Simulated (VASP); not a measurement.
# BaLiF3 (P4/mmm) in VASP: notebook, part 2 of 2

VASP 6.6.1. The steps go on from the part before.

## 4. Single point, LDA (strain +0.000 along x and y, +0.030 along z)

The input, INCAR:

```
PREC     = Accurate       # precision mode
ENCUT    = 520            # plane-wave cutoff, eV
EDIFF    = 1E-7           # SCF threshold, eV
ISMEAR   = 0              # smearing method
SIGMA    = 0.05           # smearing width, eV
LREAL    = False          # projectors in reciprocal space
LASPH    = True           # aspherical terms in the spheres
NELM     = 60             # most SCF steps
ALGO     = Normal         # electronic algorithm
ISIF     = 2              # what is computed and relaxed
LWAVE    = False          # write WAVECAR
LCHARG   = False          # write CHGCAR
GGA      = CA             # functional
NBANDS   = 25             # bands
```

The input, KPOINTS:

```
Automatic mesh
0
Gamma
  6 6 6
```

The input, POSCAR:

```
BaLiF3
1.0
    3.9885816400      0.0000000000      0.0000000000
    0.0000000000      3.9885816400      0.0000000000
    0.0000000000      0.0000000000      4.1082390892
Ba Li F
1 1 3
Direct
    0.0000000000      0.0000000000      0.0000000000
    0.5000000000      0.5000000000      0.5000000000
    0.0000000000      0.5000000000      0.5000000000
    0.5000000000      0.5000000000      0.0000000000
    0.5000000000      0.0000000000      0.5000000000
```

Potentials or basis: VASP PAW LDA potentials, release 64 (Ba_sv, Li_sv, F).

Launch:

```console
$ cat potpaw_LDA.64/Ba_sv/POTCAR potpaw_LDA.64/Li_sv/POTCAR potpaw_LDA.64/F/POTCAR > POTCAR
$ mpirun -np 1 vasp_std > vasp.out
```

OUTCAR:

```text
PREC = Accurate
   ENCUT = 520
   EDIFF = 1E-7
   ISMEAR = 0
   LREAL = False
   LASPH = True
   NELM = 60
   ISIF = 2
   GGA = CA

 ion  position               nearest neighbor table
   1  0.000  0.000  0.000-   4 2.82   4 2.82   4 2.82   4 2.82   5 2.86   3 2.86   3 2.86   3 2.86
                             5 2.86   5 2.86   5 2.86   3 2.86   2 3.49   2 3.49   2 3.49   2 3.49
   2  0.500  0.500  0.500-   3 1.99   5 1.99   5 1.99   3 1.99   4 2.05   4 2.05   1 3.49   1 3.49
                             1 3.49   1 3.49   1 3.49   1 3.49   1 3.49   1 3.49
   3  0.000  0.500  0.500-   2 1.99   2 1.99   1 2.86   1 2.86   1 2.86   1 2.86
   4  0.500  0.500  0.000-   2 2.05   2 2.05   1 2.82   1 2.82   1 2.82   1 2.82
   5  0.500  0.000  0.500-   2 1.99   2 1.99   1 2.86   1 2.86   1 2.86   1 2.86

  LATTYP: Found a simple tetragonal cell.
 ALAT       =     3.9885816400
 C/A-ratio  =     1.0300000000

  Lattice vectors:

 A1 = (   3.9885816400,   0.0000000000,   0.0000000000)
 A2 = (   0.0000000000,   3.9885816400,   0.0000000000)
 A3 = (   0.0000000000,   0.0000000000,   4.1082390892)

Analysis of symmetry for initial positions (statically):
=====================================================================
 Subroutine PRICEL returns:
 Original cell was already a primitive cell.

 Routine SETGRP: Setting up the symmetry group for a
 simple tetragonal supercell.

 Subroutine GETGRP returns: Found 16 space group operations
 (whereof 16 operations were pure point group operations)
 out of a pool of 16 trial point group operations.

The static configuration has the point symmetry D_4h.

Analysis of symmetry for dynamics (positions and initial velocities):
=====================================================================
 Subroutine PRICEL returns:
 Original cell was already a primitive cell.

 Routine SETGRP: Setting up the symmetry group for a
 simple tetragonal supercell.

 Subroutine GETGRP returns: Found 16 space group operations
 (whereof 16 operations were pure point group operations)
 out of a pool of 16 trial point group operations.

The dynamic configuration has the point symmetry D_4h.

 Subroutine INISYM returns: Found 16 space group operations
 (whereof 16 operations are pure point group operations),
 and found     1 'primitive' translations

----------------------------------------------------------------------------------------

                                     Primitive cell

  volume of cell :      65.3571

  direct lattice vectors                    reciprocal lattice vectors
     3.988581640  0.000000000  0.000000000     0.250715691  0.000000000  0.000000000
     0.000000000  3.988581640  0.000000000     0.000000000  0.250715691  0.000000000
     0.000000000  0.000000000  4.108239089     0.000000000  0.000000000  0.243413292

  length of vectors
     3.988581640  3.988581640  4.108239089     0.250715691  0.250715691  0.243413292

  position of ions in fractional coordinates (direct lattice)
     0.000000000  0.000000000  0.000000000
     0.500000000  0.500000000  0.500000000
     0.000000000  0.500000000  0.500000000
     0.500000000  0.500000000  0.000000000
     0.500000000  0.000000000  0.500000000

  ion indices of the primitive-cell ions
   primitive index   ion index
                 1           1
                 2           2
                 3           3
                 4           4
                 5           5
[... 32 lines left out ...]
  0.500000  0.000000  0.000000      2.000000
  0.166667  0.166667  0.000000      4.000000
  0.333333  0.166667  0.000000      8.000000
[... 16 lines left out ...]
  0.333333  0.000000  0.333333      8.000000
  0.500000  0.000000  0.333333      4.000000
 [... further k-points ...]
   k-points           NKPTS =     40   k-points in BZ     NKDIM =     40   number of bands    NBANDS=     25
   number of dos      NEDOS =    301   number of ions     NIONS =      5
   total plane-waves  NPLWV =  28800
   dimension x,y,z NGX =    30 NGY =   30 NGZ =   32
   dimension x,y,z NGXF=    60 NGYF=   60 NGZF=   64
   ions per type =               1   1   3
   NGX,Y,Z   is equivalent  to a cutoff of  12.50, 12.50, 12.95 a.u.
   NGXF,Y,Z  is equivalent  to a cutoff of  25.01, 25.01, 25.90 a.u.
 SYSTEM =  unknown system
   PREC   = accura    normal or accurate (medium, high low for compatibility)
   ISTART =      0    job   : 0-new  1-cont  2-samecut
   ICHARG =      2    charge: 1-file 2-atom 10-const
   ISPIN  =      1    spin polarized calculation?
   LNONCOLLINEAR =      F non collinear calculations
   LSORBIT =      F    spin-orbit coupling
   LASPH  =      T    aspherical Exc in radial PAW
   ENCUT  =  520.0 eV  38.22 Ry    6.18 a.u.   7.42  7.42  7.64*2*pi/ulx,y,z
   NELM   =     60;   NELMIN=  2; NELMDL= -5     # of ELM steps
   EDIFF  = 0.1E-06   stopping-criterion for ELM
   LREAL  =      F    real-space projection
   EDIFFG = 0.1E-05   stopping-criterion for IOM
   NSW    =      0    number of steps for IOM
   IBRION =     -1    ionic relax: 0-MD 1-quasi-New 2-CG
   NFREE  =      0    steps in history (QN), initial steepest desc. (CG)
   ISIF   =      2    stress and relaxation
   ISYM   =      2    0-nonsym 1-usesym 2-fastsym
   POTIM  = 0.5000    time-step for ionic-motion
   TEBEG  =    0.0;   TEEND  =   0.0 temperature during run
   PSTRESS=    0.0 pullay stress
   NELECT =      34.0000    total number of electrons
   NUPDOWN=      -1.0000    fix difference up-down
   EMIN   =  10.00;   EMAX   =-10.00  energy-range for DOS
   EFERMI =   0.00;   METHOD = LEGACY
   ISMEAR =     0;   SIGMA  =   0.05  broadening in eV -4-tet -1-fermi 0-gaus
   EFERMI_NEDOS =   21; number of points for ismear=-14 and -15
   IALGO  =     38    algorithm
   IMIX   =      4    mixing-type and parameters
     AMIX     =   0.40;   BMIX     =  1.00
     AMIX_MAG =   1.60;   BMIX_MAG =  1.00
  volume/ion in A,a.u.               =      13.07        88.21
  Fermi-wavevector in a.u.,A,eV,Ry     =   1.316650  2.488107 23.586603  1.733566
  Thomas-Fermi vector in A             =   2.446747
   LORBIT       =      0    0 simple, 1 ext, 2 COOP (PROOUT), +10 PAW based schemes
   GGA     = CA    functional components
   LHFCALC =     F    Hartree Fock is set to
   AEXX    =    0.0000 exact exchange contribution
   IVDW    =     0    specifies the selected vdW correction
   LEPSILON=     F    determine dielectric tensor
   LRPA    =     F    only Hartree local field effects (RPA)
 non-spin polarized calculation
 Gauss-broadening in eV      SIGMA  =   0.05
  energy-cutoff  :      520.00
  volume of cell :       65.36
 maximum number of plane-waves:      1787
 NGX is ok and might be reduce to    30
   NGX = 15   NGY = 15   NGZ = 15

 number of electron      33.9999970 magnetization

 Free energy of the ion-electron system (eV)
  ---------------------------------------------------
  ext. energy  EPLUGINS =         0.00000000
  ---------------------------------------------------
  free energy    TOTEN  =       -29.14601977 eV

  energy without entropy =      -29.14601977  energy(sigma->0) =      -29.14601977

 E-fermi :  -0.7574     XC(G=0): -10.5862

 val. band max:       -1.0146301652   @ k =   0.1667   0.1667   0.0000
 cond. band min:       5.2594755986   @ k =   0.0000   0.0000   0.0000
 fundamental gap:      6.2741057638
 Fermi energy:        -0.7573522839

 k-point     1 :       0.0000    0.0000    0.0000
  band No.  band energies     occupation
      1     -40.7037      2.00000
      2     -24.5026      2.00000
      3     -20.1952      2.00000
      4     -19.8435      2.00000
      5     -19.7301      2.00000
      6      -9.5708      2.00000
[... 661 lines left out ...]
     24      12.1531      0.00000
     25      13.9320      0.00000

 [... further k-points ...]

------------------------ aborting loop because EDIFF is reached ----------------------------------------

  FORCE on cell =-STRESS in cart. coord.  units (eV):
  Direction    XX          YY          ZZ          XY          YZ          ZX
  --------------------------------------------------------------------------------------
  -------------------------------------------------------------------------------------
  Total       -2.5026301     -2.5026301     -3.4096010      0.0000000      0.0000000      0.0000000
  in kB      -61.3499995    -61.3499995    -83.5836750      0.0000000      0.0000000      0.0000000
  external PRESSURE =     -68.7612246 kB  Pullay stress =       0.0000000 kB

 VOLUME and BASIS-vectors are now :
 -----------------------------------------------------------------------------
  energy-cutoff  :      520.00
  volume of cell :       65.36
      direct lattice vectors                 reciprocal lattice vectors
     3.988581640  0.000000000  0.000000000     0.250715691  0.000000000  0.000000000
     0.000000000  3.988581640  0.000000000     0.000000000  0.250715691  0.000000000
     0.000000000  0.000000000  4.108239089     0.000000000  0.000000000  0.243413292

 POSITION                                       TOTAL-FORCE (eV/Angst)
 -----------------------------------------------------------------------------------
      0.00000      0.00000      0.00000         0.000000      0.000000      0.000000
      1.99429      1.99429      2.05412         0.000000      0.000000      0.000000
      0.00000      1.99429      2.05412         0.000000      0.000000      0.000000
      1.99429      1.99429      0.00000         0.000000      0.000000      0.000000
      1.99429      0.00000      2.05412         0.000000      0.000000      0.000000
 -----------------------------------------------------------------------------------
    total drift:                                0.000000      0.000000     -0.000000

  FREE ENERGIE OF THE ION-ELECTRON SYSTEM (eV)
  ---------------------------------------------------
  free  energy   TOTEN  =       -29.1460197703 eV

  energy  without entropy=      -29.1460197703  energy(sigma->0) =      -29.14601977
```

Run time: 24 s. Hardware: 1 thread of Intel Xeon 6975P-C (Granite Rapids), shared host; peak memory 0.18 GiB.

Results:

```yaml
Free_energy: -29.1460 eV
Band_gap_on_the_k_mesh: 6.27 eV
```

Caveat: the cell differs from its parent crystal (strain +0.000 along x and y, +0.030 along z); the cutoff is under 1.25 times the usual one of these potentials, so pressure, stress and relaxed cells hold a basis-set (Pulay) error; spin-orbit coupling is left out, which moves the levels of the heavy elements. A k mesh can miss the band edges.

## 5. Single point, LDA (strain +0.030 along x and y, -0.030 along z)

The input, INCAR:

```
PREC     = Accurate       # precision mode
ENCUT    = 520            # plane-wave cutoff, eV
EDIFF    = 1E-6           # SCF threshold, eV
ISMEAR   = 0              # smearing method
SIGMA    = 0.05           # smearing width, eV
LREAL    = F              # projectors in reciprocal space
LASPH    = T              # aspherical terms in the spheres
NELM     = 100            # most SCF steps
ALGO     = Normal         # electronic algorithm
ISIF     = 2              # what is computed and relaxed
LWAVE    = F              # write WAVECAR
LCHARG   = F              # write CHGCAR
NBANDS   = 25             # bands
```

KPOINTS is that of step 4.

Changes to POSCAR since step 4:

```diff
@@ -2,5 +2,5 @@
 1.0
-    3.9885816400      0.0000000000      0.0000000000
-    0.0000000000      3.9885816400      0.0000000000
-    0.0000000000      0.0000000000      4.1082390892
+    4.1082390892      0.0000000000      0.0000000000
+    0.0000000000      4.1082390892      0.0000000000
+    0.0000000000      0.0000000000      3.8689241908
 Ba Li F
```

Launch:

```console
$ cat potpaw_LDA.64/Ba_sv/POTCAR potpaw_LDA.64/Li_sv/POTCAR potpaw_LDA.64/F/POTCAR > POTCAR
$ mpirun -np 1 vasp_std > vasp.out
```

Run time: 19 s. Hardware: 1 thread of Intel Xeon 6975P-C (Granite Rapids), shared host; peak memory 0.19 GiB.

The run converged. Its results:

| Property | Result |
| --- | --- |
| Free energy | -29.1209 eV |
| Band gap on the k mesh | 6.08 eV |

Levels at points of the mesh, in eV from the valence-band top:
| k point | band 15 | band 16 | band 17 | band 18 | band 19 | band 20 |
| --- | --- | --- | --- | --- | --- | --- |
| (0.00, 0.00, 0.00) | -0.06 | 0.00 | 0.00 | 6.08 | 6.68 | 7.58 |
| (0.50, 0.00, 0.00) | -0.81 | -0.52 | -0.28 | 7.44 | 8.24 | 10.11 |
| (0.50, 0.50, 0.00) | -0.60 | -0.45 | -0.35 | 8.35 | 8.56 | 10.78 |
| (0.00, 0.00, 0.50) | -0.68 | -0.64 | -0.64 | 8.28 | 8.50 | 9.91 |
| (0.50, 0.00, 0.50) | -0.66 | -0.17 | -0.08 | 8.50 | 9.14 | 10.29 |
| (0.50, 0.50, 0.50) | -0.11 | -0.04 | -0.04 | 7.68 | 7.68 | 7.77 |

Caveat: the cell differs from its parent crystal (strain +0.030 along x and y, -0.030 along z); the cutoff is under 1.25 times the usual one of these potentials, so pressure, stress and relaxed cells hold a basis-set (Pulay) error; spin-orbit coupling is left out, which moves the levels of the heavy elements.

## 6. The runs side by side

| cell | gap on the mesh (eV) |
| --- | --- |
| a = 3.929, b = 3.929, c = 4.108 Å, 5 atoms | 6.19 |
| a = 3.989, b = 3.989, c = 4.048 Å, 5 atoms | 6.38 |
| a = 3.989, b = 3.989, c = 4.108 Å, 5 atoms | 6.27 |
| a = 4.108, b = 4.108, c = 3.869 Å, 5 atoms | 6.08 |

Alike in all rows: task single point; level LDA; potentials or basis VASP PAW LDA potentials, release 64 (Ba_sv, Li_sv, F); no spin polarisation; k mesh 6 × 6 × 6; cutoff (eV) 520; smearing gaussian 0.05 eV.

Caveats: the cutoff is under 1.25 times the usual one of these potentials, so pressure, stress and relaxed cells hold a basis-set (Pulay) error; spin-orbit coupling is left out, which moves the levels of the heavy elements.

Total energies depend on the potentials used, so only differences within one code and one set of settings carry meaning.
